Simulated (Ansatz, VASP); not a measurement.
## Two plane-wave programs on Te2Mo

The input INCAR:

```
SYSTEM = Te2Mo
PREC = Accurate
ENCUT = 520
EDIFF = 1E-6
ISMEAR = 0
SIGMA = 0.1
LREAL = .FALSE.
LASPH = .TRUE.
NELM = 100
ALGO = Normal
ISIF = 2
LWAVE = .FALSE.
LCHARG = .FALSE.
GGA = CA
NBANDS = 35
```

KPOINTS

```
regular mesh
0
G
  6 10 1
  0 0 0
```

The input POSCAR:

```
Te2Mo
1.0
    6.3616090156      0.0000000000      0.0000000000
    0.0000000000      3.4804030600      0.0000000000
   -0.0857412231      0.0000000000     36.1758904685
Te Mo
4 2
Direct
    0.0791521300      0.7500000000      0.4434726800
    0.9208478700      0.2500000000      0.5565273200
    0.5707489000      0.2500000000      0.4592964200
    0.4292511000      0.7500000000      0.5407035800
    0.8186524400      0.7500000000      0.5025346300
    0.1813475600      0.2500000000      0.4974653700
```

Input for Ansatz:

```yaml
crystal:
  lattice:
    - [6.3616090156, 0.0, 0.0]
    - [0.0, 3.48040306, 0.0]
    - [-0.0857412231, 0.0, 36.1758904685]
  atoms:
    - { symbol: Te, position: [0.07915213, 0.75, 0.44347268] }
    - { symbol: Te, position: [0.92084787, 0.25, 0.55652732] }
    - { symbol: Te, position: [0.5707489, 0.25, 0.45929642] }
    - { symbol: Te, position: [0.4292511, 0.75, 0.54070358] }
    - { symbol: Mo, position: [0.81865244, 0.75, 0.50253463] }
    - { symbol: Mo, position: [0.18134756, 0.25, 0.49746537] }
basis:
  ecutwfc: 460
kpoints:
  mp_grid: { grid: [6, 10, 1] }
hamiltonian:
  xc: lda
scf:
  occupations: { method: gaussian, width: 0.1 }
output:
  forces: true
  stress: true
  eigenvalues: true
```

Alike in both runs: task single point; functional LDA; k mesh 6 × 10 × 1; occupations gaussian, width 0.1 eV; no spin polarisation.

|  | VASP | Ansatz |
| --- | --- | --- |
| version | VASP 6.6.1 | Ansatz 0.2.0 |
| potentials or method | VASP PAW LDA potentials, release 64 (Te, Mo_sv), cutoff 520 eV | scalar-relativistic, plane waves, PAW |
| valence electrons in the cell | 52 | 92 |

```csv
,VASP,Ansatz,Ansatz less VASP
gap on the k mesh at the Fermi level (eV),none,none,-
rms of the force components (eV/Å),0.190,0.211,+0.0213
```

LDA's correlation is that of Perdew and Zunger in VASP and of Perdew and Wang (1992) in Ansatz. Atom by atom the forces differ by 0.022 eV/Å (rms over components). A gap of «none» marks a metal or a gap that the smearing closes. VASP's potentials hold 52 valence electrons a cell and Ansatz's 92, so a difference there can come from the potentials and not from the codes.

Spin-orbit coupling is off throughout.
